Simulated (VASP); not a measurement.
LiMg3, 4 atoms in the cell. It takes space group Pm-3m (No. 221, cubic). Conventional cell: a = 4.351 Å, b = 4.351 Å, c = 4.351 Å, α = 90.00°, β = 90.00°, γ = 90.00°. Within 4.1 Å of Li (site symmetry m-3m) lie 12 Mg at 3.08 Å. Mg (site symmetry 4/mmm) has 4 Li at 3.08 Å and 8 Mg at 3.08 Å within 4.1 Å. 

```yaml
Program: VASP 6.6.1
Task: single point
Functional: LDA
Potentials_or_basis: VASP PAW LDA potentials, release 64 (Li_sv, Mg)
Cutoff: 520 eV
k_mesh: 5 × 5 × 5
Occupations: fermi-dirac, width 0.1 eV
Spin: no spin polarisation
Dipole_correction: no
Further_INCAR_settings: ALGO = Normal; EDIFF = 1e-07; NBANDS = 12
```

Potentials or basis: VASP PAW LDA potentials, release 64 (Li_sv, Mg).

The run is started by

```sh
$ cat potpaw_LDA.64/Li_sv/POTCAR potpaw_LDA.64/Mg/POTCAR > POTCAR
$ mpirun -np 1 vasp_std > vasp.out
```

Hardware: 1 thread of AMD EPYC 9R45 96-Core Processor (Zen 5), with other jobs on the host.

Problem. Estimate the wall time of this run.

Solution. It took 4.9 s on 1 thread of AMD EPYC 9R45 96-Core Processor (Zen 5), on a shared host, peak memory 0.12 GiB. Counts: scf iterations 11, k points 10.
